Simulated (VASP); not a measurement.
**C: single point with r2SCAN**

System: C, a slab with vacuum.

```
CELL_PARAMETERS angstrom
2.45596 0.00000 0.00000
-1.22798 2.12692 0.00000
0.00000 0.00000 8.52385
ATOMIC_POSITIONS crystal
C 0.33333 0.66667 0.00000
C 0.66667 0.33333 0.00000
```

```yaml
Program: VASP 6.6.1
Task: single point
Functional: r2SCAN
Potentials_or_basis: VASP PAW PBE potentials, release 64 (C)
Cutoff: 520 eV
k_mesh: 18 × 18 × 4
Occupations: gaussian, width 0.15 eV
Spin: no spin polarisation
Dipole_correction: no
Further_INCAR_settings: ALGO = Normal; EDIFF = 1e-07; NBANDS = 11
```

The band gap on the k mesh is zero (filled and empty bands touch).

Levels at points of the mesh, in eV from the Fermi level:
```tsv
k point	band 1	band 2	band 3	band 4	band 5	band 6	band 7	band 8
(0.00, 0.00, 0.00)	-20.87	-8.15	-3.24	-3.24	3.38	5.82	7.32	8.71
(0.50, 0.00, 0.00)	-15.34	-14.11	-6.85	-2.54	1.81	7.76	11.48	11.57
(0.00, 0.00, 0.50)	-20.87	-8.15	-3.24	-3.24	4.13	4.19	8.71	8.71
(0.50, 0.00, 0.50)	-15.34	-14.11	-6.85	-2.54	1.81	7.76	12.07	12.20
```

Run time: 5.5 min on 1 thread of Intel Xeon 8259CL, with other jobs on the host, peak memory 0.18 GiB.
